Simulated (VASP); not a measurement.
Here is a VASP 6.6.1 calculation.

INCAR

```
PREC     = Accurate       # precision mode
ENCUT    = 520            # plane-wave cutoff, eV
EDIFF    = 1E-6           # SCF threshold, eV
ISMEAR   = 0              # smearing method
SIGMA    = 0.1            # smearing width, eV
LREAL    = False          # projectors in reciprocal space
LASPH    = True           # aspherical terms in the spheres
NELM     = 100            # most SCF steps
ALGO     = Normal         # electronic algorithm
ISIF     = 2              # what is computed and relaxed
LWAVE    = False          # write WAVECAR
LCHARG   = False          # write CHGCAR
GGA      = PS             # functional
NBANDS   = 12             # bands
```

Contents of KPOINTS:

```
Automatic mesh
0
Gamma
  14 14 14
```

Contents of POSCAR:

```
Cd
1.0
   -1.6982106203      1.7421763144      1.7291507638
    1.7338970603     -1.7466728058      1.7693336952
    1.7168746284      1.7653368139     -1.7336472552
Cd
1
Direct
    0.0000000000      0.0000000000      0.0000000000
```

Potentials or basis: VASP PAW PBE potentials, release 64 (Cd).

Run with:

```sh
$ cat potpaw_PBE.64/Cd/POTCAR > POTCAR
$ mpirun -np 1 vasp_std > vasp.out
```

What does it give for the pressure?

0.7 GPa.

Estimate the band gap on the k mesh.

zero (band 6 reaches 6.22 eV, above the bottom of band 7 at 1.95 eV).

Stress tensor (GPa, compression positive):
```
-0.01  0.08  0.08
 0.08  1.13  0.06
 0.08  0.06  1.01
```

Caveat: the cell differs from its parent crystal (the cell strained at random); the PAW data sets were made with another functional, which shifts forces and pressure a little.
